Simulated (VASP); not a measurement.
# Ba: single point with PBEsol

Ba:

```
CELL_PARAMETERS angstrom
-4.37712 4.37712 3.95007
4.37712 -4.37712 3.95007
4.37712 4.37712 -3.95007
ATOMIC_POSITIONS crystal
Ba 0.82670 0.67330 0.50000
Ba 0.17330 0.32670 0.50000
Ba 0.32670 0.82670 0.15340
Ba 0.67330 0.17330 0.84660
```

This cell differs from its parent crystal: strained.

```
Program             : VASP 6.6.1
Task                : single point
Functional          : PBEsol
Potentials or basis : VASP PAW PBE potentials, release 64 (Ba_sv)
Cutoff              : 520 eV
k mesh              : 8 × 8 × 8
Occupations         : gaussian, width 0.1 eV
Spin                : no spin polarisation
```

```yaml
Pressure: -1.2 GPa
Largest_force: 0.041 eV/Å
Band_gap_on_the_k_mesh: zero (band 20 reaches 1.07 eV, above the bottom of band 21 at 0.89 eV)
```

Forces on the atoms (eV/Å):
```
Ba  -0.029  0.029  0.000
Ba   0.029 -0.029  0.000
Ba   0.029  0.029  0.000
Ba  -0.029 -0.029  0.000
```

Stress tensor (GPa, compression positive):
```
-1.17  0.00  0.00
 0.00 -1.17  0.00
 0.00  0.00 -1.40
```

Levels at points of the mesh, in eV from the Fermi level:
| k point | band 18 | band 19 | band 20 | band 21 | band 22 | band 23 |
| --- | --- | --- | --- | --- | --- | --- |
| (0.00, 0.00, 0.00) | -0.26 | -0.21 | -0.01 | 0.16 | 0.16 | 0.61 |
| (0.50, 0.00, 0.00) | -1.27 | -0.46 | -0.46 | 0.24 | 0.24 | 0.84 |
| (0.50, 0.50, 0.00) | -1.15 | -0.11 | 0.02 | 0.08 | 0.10 | 0.13 |
| (0.50, 0.50, 0.50) | -0.90 | -0.90 | -0.18 | 0.12 | 0.60 | 0.66 |

Run time: 29 min on 1 thread of AMD EPYC 7R13 (shared host), peak memory 0.64 GiB.

Caveat: the cell differs from its parent crystal (strained); the PAW data sets were made with another functional, which shifts forces and pressure a little; spin-orbit coupling is left out, which moves the levels of the heavy elements.
